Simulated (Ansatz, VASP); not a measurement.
**SnO: VASP beside Ansatz**

```
CELL_PARAMETERS angstrom
3.43994 0.00000 0.00000
0.00000 5.91892 0.00000
0.00000 0.00000 3.89416
ATOMIC_POSITIONS crystal
Sn 0.00000 0.23379 0.52617
Sn 0.50000 0.76621 0.02617
O 0.00000 0.88536 0.72383
O 0.50000 0.11464 0.22383
```

Change from the starting cell: strain +0.0375 x Voigt [1, 1, 0, 0, 0, 0], atoms carried along.

Alike in both runs: task single point; functional PBEsol; k mesh 8 × 6 × 8; occupations gaussian, width 0.05 eV; no spin polarisation.

|  | VASP | Ansatz |
| --- | --- | --- |
| version | VASP 6.6.1 | Ansatz 0.2.0 |
| potentials or method | VASP PAW PBE potentials, release 64 (Sn_d, O), cutoff 520 eV | scalar-relativistic, plane waves, PAW |
| valence electrons in the cell | 40 | 40 |

|  | VASP | Ansatz | Ansatz less VASP |
| --- | --- | --- | --- |
| gap on the k mesh at the Fermi level (eV) | 1.34 | 1.35 | +0.009 |
| least direct gap on the mesh (eV) | 2.06 | 2.07 | +0.009 |
| pressure (GPa) | -5.9 | -6.1 | -0.16 |
| traceless stress, the component that is largest in VASP (GPa) | 1.71 | 1.79 | +0.081 |
| rms of the force components (eV/Å) | 0.426 | 0.454 | +0.0285 |

VASP's potentials were made for PBE, not for PBEsol. Atom by atom the forces differ by 0.029 eV/Å (rms over components). With one functional, cell and mesh, what is left measures potentials, basis and numerics.
